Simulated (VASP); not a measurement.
# KAs3Pt (I4mm) in VASP: single point with r2SCAN

Aim: the single point of KAs3Pt with r2SCAN.

Program: VASP 6.6.1. These are calculated values, not measurements. Logs are shortened: lines on timing, memory, paths and dates and some standing lists are left out, and cuts for length are marked.

**1. The cell of the first run**

It takes space group I4mm (No. 107, tetragonal). The conventional cell has a = 4.702 Å, b = 4.702 Å, c = 9.574 Å, α = 90.00°, β = 90.00°, γ = 90.00°. K (site symmetry 4mm) has 5 Pt at 3.31 to 3.64 Å and 13 As at 3.33 to 3.63 Å within 4.4 Å. Pt (site symmetry 4mm) has 5 As at 2.51 to 2.63 Å and 1 K at 3.31 Å within 3.4 Å. As (site symmetry 4mm) has 1 Pt at 2.63 Å and 4 As at 2.67 Å and 5 K at 3.52 to 3.63 Å within 3.7 Å. Within 3.4 Å of As (site symmetry 2mm) lie 2 Pt at 2.51 Å and 6 As at 2.67 to 3.32 Å and 4 K at 3.33 to 3.38 Å.

**2. Single point, r2SCAN**

File POSCAR:

```
KAs3Pt
1.0
    0.0000000000      4.7016747127      0.0000000000
    4.7016747127      0.0000000000      0.0000000000
    2.3508373563      2.3508373563     -4.7872457516
K Pt As
1 1 3
Direct
    0.0058786056      0.0058786056     -0.0117572111
    0.6596508712      0.6596508712      0.6806982575
    0.3849615363      0.3849615363      0.2300769274
    0.7526044935      0.2526044935      0.4947910131
    0.2526044935      0.7526044935      0.4947910131
```

File INCAR.step1:

```
PREC = Accurate
ENCUT = 520
ISMEAR = -1
SIGMA = 0.1
LREAL = False
LASPH = True
NELM = 100
NBANDS = 25
GGA = PE
ALGO = Normal
EDIFF = 1E-4
LWAVE = True
LCHARG = False
```

File INCAR.step2:

```
PREC = Accurate
ENCUT = 520
EDIFF = 1E-6
ISMEAR = -1
SIGMA = 0.1
LREAL = False
LASPH = True
NELM = 100
ALGO = Normal
ISIF = 2
LWAVE = False
LCHARG = False
METAGGA = R2SCAN
LMIXTAU = True
NBANDS = 25
ISTART = 1
```

File KPOINTS:

```
Automatic mesh
0
Gamma
  7 7 7
```

Potentials or basis: VASP PAW PBE potentials, release 64 (K_sv, Pt, As).

On the command line:

```
$ cat potpaw_PBE.64/K_sv/POTCAR potpaw_PBE.64/Pt/POTCAR potpaw_PBE.64/As/POTCAR > POTCAR
$ cp INCAR.step1 INCAR
$ mpirun -np 1 vasp_std > vasp.out
$ cp INCAR.step2 INCAR
$ mpirun -np 1 vasp_std > vasp.out
```

OUTCAR:

```text
PREC = Accurate
   ENCUT = 520
   EDIFF = 1E-6
   ISMEAR = -1
   LREAL = False
   LASPH = True
   NELM = 100
   ISIF = 2
   METAGGA = R2SCAN
   ISTART = 1

 ion  position               nearest neighbor table
   1  0.006  0.006  0.988-   2 3.31   4 3.33   5 3.33   5 3.33   4 3.33   2 3.64   2 3.64   2 3.64
                             2 3.64
   2  0.660  0.660  0.681-   4 2.51   5 2.51   5 2.51   4 2.51   3 2.63   1 3.31   1 3.64   1 3.64
                             1 3.64   1 3.64
   3  0.385  0.385  0.230-   2 2.63   5 2.67   4 2.67   5 2.67   4 2.67
   4  0.753  0.253  0.495-   2 2.51   2 2.51   3 2.67   3 2.67   1 3.33   1 3.33
   5  0.253  0.753  0.495-   2 2.51   2 2.51   3 2.67   3 2.67   1 3.33   1 3.33

  LATTYP: Found a body centered tetragonal cell.
 ALAT       =     4.7016747127
 C/A-ratio  =     2.0364002378

  Lattice vectors:

 A1 = (  -2.3508373563,   2.3508373564,   4.7872457516)
 A2 = (   2.3508373564,  -2.3508373563,   4.7872457516)
 A3 = (   2.3508373563,   2.3508373563,  -4.7872457516)

Analysis of symmetry for initial positions (statically):
=====================================================================
 Subroutine PRICEL returns:
 Original cell was already a primitive cell.

 Routine SETGRP: Setting up the symmetry group for a
 body centered tetragonal supercell.

 Subroutine GETGRP returns: Found  8 space group operations
 (whereof  8 operations were pure point group operations)
 out of a pool of 16 trial point group operations.

The static configuration has the point symmetry C_4v.

Analysis of symmetry for dynamics (positions and initial velocities):
=====================================================================
 Subroutine PRICEL returns:
 Original cell was already a primitive cell.

 Routine SETGRP: Setting up the symmetry group for a
 body centered tetragonal supercell.

 Subroutine GETGRP returns: Found  8 space group operations
 (whereof  8 operations were pure point group operations)
 out of a pool of 16 trial point group operations.

The dynamic configuration has the point symmetry C_4v.

 Subroutine INISYM returns: Found  8 space group operations
 (whereof  8 operations are pure point group operations),
 and found     1 'primitive' translations

----------------------------------------------------------------------------------------

                                     Primitive cell

  volume of cell :     105.8256

  direct lattice vectors                    reciprocal lattice vectors
     0.000000000  4.701674713  0.000000000     0.000000000  0.212690171  0.104444189
     4.701674713  0.000000000  0.000000000     0.212690171  0.000000000  0.104444189
     2.350837356  2.350837356 -4.787245752     0.000000000  0.000000000 -0.208888378

  length of vectors
     4.701674713  4.701674713  5.828429843     0.236950834  0.236950834  0.208888378

  position of ions in fractional coordinates (direct lattice)
     0.005878606  0.005878606  0.988242789
     0.659650871  0.659650871  0.680698257
     0.384961536  0.384961536  0.230076927
     0.752604494  0.252604494  0.494791013
     0.252604494  0.752604494  0.494791013

  ion indices of the primitive-cell ions
   primitive index   ion index
                 1           1
                 2           2
                 3           3
                 4           4
                 5           5

----------------------------------------------------------------------------------------

 KPOINTS: Automatic mesh

Automatic generation of k-mesh.
 Grid dimensions read from file:
 generate k-points for:    7    7    7

 Generating k-lattice:

  Cartesian coordinates                     Fractional coordinates (reciprocal lattice)
     0.000000000  0.030384310  0.014920598     0.142857143  0.000000000  0.000000000
     0.030384310  0.000000000  0.014920598     0.000000000  0.142857143  0.000000000
     0.000000000  0.000000000 -0.029841197     0.000000000  0.000000000  0.142857143

  Length of vectors
     0.033850119  0.033850119  0.029841197

  Shift w.r.t. Gamma in fractional coordinates (k-lattice)
     0.000000000  0.000000000  0.000000000

 Subroutine IBZKPT returns following result:
 ===========================================

 Found     40 irreducible k-points:

 Following reciprocal coordinates:
            Coordinates               Weight
  0.000000  0.000000  0.000000      1.000000
  0.142857  0.000000  0.000000      8.000000
  0.285714  0.000000  0.000000      8.000000
  0.428571  0.000000  0.000000      8.000000
  0.142857  0.142857  0.000000      8.000000
  0.285714  0.142857  0.000000     16.000000
[... 16 lines left out ...]
  0.285714  0.285714  0.142857      8.000000
  0.428571  0.285714  0.142857     16.000000
 [... further k-points ...]
   k-points           NKPTS =     40   k-points in BZ     NKDIM =     40   number of bands    NBANDS=     25
   number of dos      NEDOS =    301   number of ions     NIONS =      5
   total plane-waves  NPLWV =  62208
   dimension x,y,z NGX =    36 NGY =   36 NGZ =   48
   dimension x,y,z NGXF=    72 NGYF=   72 NGZF=   96
   ions per type =               1   1   3
   NGX,Y,Z   is equivalent  to a cutoff of  12.73, 12.73, 13.69 a.u.
   NGXF,Y,Z  is equivalent  to a cutoff of  25.46, 25.46, 27.38 a.u.
 SYSTEM =  unknown system
   PREC   = accura    normal or accurate (medium, high low for compatibility)
   ISTART =      1    job   : 0-new  1-cont  2-samecut
   ICHARG =      0    charge: 1-file 2-atom 10-const
   ISPIN  =      1    spin polarized calculation?
   LNONCOLLINEAR =      F non collinear calculations
   LSORBIT =      F    spin-orbit coupling
   LASPH  =      T    aspherical Exc in radial PAW
   ENCUT  =  520.0 eV  38.22 Ry    6.18 a.u.   8.74  8.74 10.84*2*pi/ulx,y,z
   NELM   =    100;   NELMIN=  2; NELMDL=  0     # of ELM steps
   EDIFF  = 0.1E-05   stopping-criterion for ELM
   LREAL  =      F    real-space projection
   EDIFFG = 0.1E-04   stopping-criterion for IOM
   NSW    =      0    number of steps for IOM
   IBRION =     -1    ionic relax: 0-MD 1-quasi-New 2-CG
   NFREE  =      0    steps in history (QN), initial steepest desc. (CG)
   ISIF   =      2    stress and relaxation
   ISYM   =      2    0-nonsym 1-usesym 2-fastsym
   POTIM  = 0.5000    time-step for ionic-motion
   TEBEG  =    0.0;   TEEND  =   0.0 temperature during run
   PSTRESS=    0.0 pullay stress
   NELECT =      34.0000    total number of electrons
   NUPDOWN=      -1.0000    fix difference up-down
   EMIN   =  10.00;   EMAX   =-10.00  energy-range for DOS
   EFERMI =   0.00;   METHOD = LEGACY
   ISMEAR =    -1;   SIGMA  =   0.10  broadening in eV -4-tet -1-fermi 0-gaus
   EFERMI_NEDOS =   21; number of points for ismear=-14 and -15
   IALGO  =     38    algorithm
   IMIX   =      4    mixing-type and parameters
     AMIX     =   0.40;   BMIX     =  1.00
     AMIX_MAG =   1.60;   BMIX_MAG =  1.00
  volume/ion in A,a.u.               =      21.17       142.83
  Fermi-wavevector in a.u.,A,eV,Ry     =   1.121254  2.118864 17.105401  1.257212
  Thomas-Fermi vector in A             =   2.257907
   LORBIT       =      0    0 simple, 1 ext, 2 COOP (PROOUT), +10 PAW based schemes
   METAGGA = R2SCAN    functional components
   LHFCALC =     F    Hartree Fock is set to
   AEXX    =    0.0000 exact exchange contribution
   IVDW    =     0    specifies the selected vdW correction
   LEPSILON=     F    determine dielectric tensor
   LRPA    =     F    only Hartree local field effects (RPA)
 non-spin polarized calculation
  energy-cutoff  :      520.00
  volume of cell :      105.83
 maximum number of plane-waves:      2870
   NGX = 17   NGY = 17   NGZ = 21

 number of electron      34.0000001 magnetization

 Free energy of the ion-electron system (eV)
  ---------------------------------------------------
  ext. energy  EPLUGINS =         0.00000000
  ---------------------------------------------------
  free energy    TOTEN  =      -103.69629003 eV

  energy without entropy =     -103.65321686  energy(sigma->0) =     -103.67475344

 E-fermi :   5.3096     XC(G=0): -10.7212

 val. band max:        5.2953221140   @ k =   0.4286   0.0000   0.0000
 cond. band min:       5.3114082189   @ k =   0.4286   0.0000   0.1429
 fundamental gap:      0.0160861048
 Fermi energy:         5.3095820715

 k-point     1 :       0.0000    0.0000    0.0000
  band No.  band energies     occupation
      1     -26.6256      2.00000
      2      -9.4888      2.00000
      3      -9.3969      2.00000
      4      -9.3969      2.00000
      5      -9.3261      2.00000
      6      -5.5510      2.00000
[... 17 lines left out ...]
     24      11.0832      0.00000
     25      13.1587      0.00000

 k-point     2 :       0.1429    0.0000    0.0000
  band No.  band energies     occupation
      1     -26.6251      2.00000
      2      -9.5945      2.00000
      3      -9.4490      2.00000
      4      -9.3964      2.00000
      5      -9.0380      2.00000
      6      -5.7215      2.00000
[... 17 lines left out ...]
     24      11.4227      0.00000
     25      12.5531      0.00000

 k-point     3 :       0.2857    0.0000    0.0000
  band No.  band energies     occupation
      1     -26.6241      2.00000
      2      -9.6682      2.00000
      3      -9.4634      2.00000
      4      -9.3951      2.00000
      5      -8.5917      2.00000
      6      -6.2743      2.00000
[... 552 lines left out ...]
 k-point    23 :       0.2857    0.2857    0.1429
  band No.  band energies     occupation
      1     -26.6229      2.00000
      2      -9.6028      2.00000
      3      -9.4638      2.00000
      4      -9.4426      2.00000
      5      -8.1756      2.00000
      6      -6.2607      2.00000
[... 17 lines left out ...]
     24      11.9455      0.00000
     25      12.0536      0.00000

 k-point    24 :       0.4286    0.2857    0.1429
  band No.  band energies     occupation
      1     -26.6221      2.00000
      2      -9.5854      2.00000
      3      -9.4679      2.00000
      4      -9.4560      2.00000
      5      -7.7182      2.00000
      6      -6.6444      2.00000
[... 17 lines left out ...]
     24      11.7249      0.00000
     25      12.3907      0.00000

 [... further k-points ...]

------------------------ aborting loop because EDIFF is reached ----------------------------------------

  FORCE on cell =-STRESS in cart. coord.  units (eV):
  Direction    XX          YY          ZZ          XY          YZ          ZX
  --------------------------------------------------------------------------------------
  -------------------------------------------------------------------------------------
  Total        0.0135545      0.0135545      0.0151466      0.0000000      0.0000000      0.0000000
  in kB        0.2052116      0.2052116      0.2293156      0.0000000      0.0000000      0.0000000
  external PRESSURE =       0.2132463 kB  Pullay stress =       0.0000000 kB

 VOLUME and BASIS-vectors are now :
 -----------------------------------------------------------------------------
  energy-cutoff  :      520.00
  volume of cell :      105.83
      direct lattice vectors                 reciprocal lattice vectors
     0.000000000  4.701674713  0.000000000     0.000000000  0.212690171  0.104444189
     4.701674713  0.000000000  0.000000000     0.212690171  0.000000000  0.104444189
     2.350837356  2.350837356 -4.787245752     0.000000000  0.000000000 -0.208888378

 POSITION                                       TOTAL-FORCE (eV/Angst)
 -----------------------------------------------------------------------------------
      2.35084      2.35084     -4.73096         0.000000      0.000000      0.005410
      4.70167      4.70167     -3.25867        -0.000000     -0.000000     -0.021307
      2.35084      2.35084     -1.10143         0.000000      0.000000      0.015065
      2.35084      4.70167     -2.36869         0.000000      0.000000      0.000416
      4.70167      2.35084     -2.36869         0.000000      0.000000      0.000416
 -----------------------------------------------------------------------------------
    total drift:                                0.000001      0.000001      0.000496

  FREE ENERGIE OF THE ION-ELECTRON SYSTEM (eV)
  ---------------------------------------------------
  free  energy   TOTEN  =      -103.6962900262 eV

  energy  without entropy=     -103.6532168575  energy(sigma->0) =     -103.67475344
```

Run time: 7.6 min. Hardware: 1 thread of AMD EPYC 7R43 (Zen 3), shared host; peak memory 0.28 GiB.

Results:

* Free energy: -103.6963 eV
* Pressure: 0.0 GPa
* Largest force: 0.021 eV/Å
* Band gap on the k mesh: zero (bands 17 and 18 overlap by 0.90 eV)

Forces on the atoms (eV/Å):
```
K    0.000  0.000  0.005
Pt   0.000  0.000 -0.021
As   0.000  0.000  0.015
As   0.000  0.000  0.000
As   0.000  0.000  0.000
```

Levels at points of the mesh, in eV from the Fermi level:
```csv
k point,band 15,band 16,band 17,band 18,band 19,band 20
"(0.00, 0.00, 0.00)",-3.09,-1.01,-1.01,-0.28,0.38,2.61
```

Caveat: the PAW data sets were made with another functional, which shifts forces and pressure a little; spin-orbit coupling is left out, which moves the levels of the heavy elements.
